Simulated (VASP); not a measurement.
A run of VASP 6.6.1 is set up as follows.

INCAR

```
ALGO = Normal
EDIFF = 1E-6
ENCUT = 600
GGA_COMPAT = F
ISIF = 2
ISMEAR = 0
ISYM = 0
LASPH = T
LCHARG = F
LREAL = F
LWAVE = F
NBANDS = 11
NELM = 120
PREC = Accurate
SIGMA = 0.05
```

Contents of KPOINTS:

```
Automatic mesh
0
Gamma
  8 8 8
  0.5 0.5 0.5
```

Contents of POSCAR:

```
MgS
1.0
    0.0000000000      2.8756168475      2.7481264454
    2.8756168475      0.0000000000      2.7481264454
    2.8756168475      2.8756168475      0.0000000000
Mg S
1 1
Direct
    0.0000000000      0.0000000000      0.0000000000
    0.7500000000      0.7500000000      0.7500000000
```

Potentials or basis: VASP PAW LDA potentials, release 64 (Mg, S).

The run is started by

```console
$ cat potpaw_LDA.64/Mg/POTCAR potpaw_LDA.64/S/POTCAR > POTCAR
$ mpirun -np 1 vasp_std > vasp.out
```

Task: Estimate the band gap on the k mesh.

Result: 3.35 eV.

Task: Estimate the pressure.

Result: -2.5 GPa.

Stress tensor (GPa, compression positive):
```
-2.82  0.00  0.00
 0.00 -2.82  0.00
 0.00  0.00 -1.96
```

Caveat: a shifted mesh leaves out Γ, where band edges can lie. A k mesh can miss the band edges.
